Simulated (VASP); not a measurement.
Wanted: the native input for a VASP 6.6.1 run.

| Quantity | Value |
| --- | --- |
| Task | single point |
| Functional | HF |
| Potentials or basis | VASP PAW PBE potentials, release 64 (Sn_d) |
| Cutoff | 520 eV |
| k mesh | 5 × 5 × 5 |
| Occupations | fermi-dirac, width 0.05 eV |
| Spin | no spin polarisation |
| Dipole correction | no |
| Grid for exact exchange (PRECFOCK) | Normal |
| Further INCAR settings | ALGO = Normal; EDIFF = 1e-07; NBANDS = 13 |
| Share of exact exchange | 1 |

Sn:

```xyz
1
Lattice="-1.8947 1.8947 1.8947 1.8947 -1.8947 1.8947 1.8947 1.8947 -1.8947" Properties=species:S:1:pos:R:3 pbc="T T T"
Sn    0.0000    0.0000    0.0000
```

This isn't the form of Sn at room conditions, which is tetragonal (white tin).

The input as run:

POSCAR

```
Sn
1.0
   -1.8946518192      1.8946518192      1.8946518192
    1.8946518192     -1.8946518192      1.8946518192
    1.8946518192      1.8946518192     -1.8946518192
Sn
1
Direct
    0.0000000000      0.0000000000      0.0000000000
```

INCAR.step1

```
SYSTEM = Sn
PREC = Accurate ; ENCUT = 520
EDIFF = 1E-5 ; ISMEAR = -1
SIGMA = 0.05 ; LREAL = .FALSE.
LASPH = .TRUE. ; NELM = 60
ALGO = Normal ; ISIF = 2
LWAVE = .TRUE. ; GGA = PE
NBANDS = 13
```

INCAR.step2

```
SYSTEM = Sn
PREC = Accurate ; ENCUT = 520
EDIFF = 1E-7 ; ISMEAR = -1
SIGMA = 0.05 ; LREAL = .FALSE.
LASPH = .TRUE. ; NELM = 60
ALGO = Normal ; ISIF = 2
LWAVE = .FALSE. ; LCHARG = .TRUE.
GGA = PE ; LHFCALC = .TRUE.
AEXX = 1.0 ; ALDAC = 0.0
AGGAC = 0.0 ; PRECFOCK = Normal
LELF = .TRUE. ; LVHAR = .TRUE.
ISTART = 1 ; NBANDS = 13
```

KPOINTS

```
regular mesh
0
G
  5 5 5
  0 0 0
```

Potentials or basis: VASP PAW PBE potentials, release 64 (Sn_d).

Launch:

```sh
$ cat potpaw_PBE.64/Sn_d/POTCAR > POTCAR
$ cp INCAR.step1 INCAR
$ mpirun -np 1 vasp_std > vasp.out
$ cp INCAR.step2 INCAR
$ mpirun -np 1 vasp_std > vasp.out
```

Results of the run:

```json
{
  "Pressure": "7.4 GPa",
  "Band gap on the k mesh": "zero (bands 7 and 8 overlap by 17.05 eV)"
}
```

Caveat: the k points lie up to 0.47 Å⁻¹ apart, too coarse for converged energies and pressures of a metal; the PAW data sets were made with another functional, which shifts forces and pressure a little; spin-orbit coupling is left out, which moves the levels of the heavy elements.

Wall time 5.5 min on 1 thread of Intel(R) Xeon(R) Platinum 8488C (Sapphire Rapids), on a shared host, peak memory 0.15 GiB.
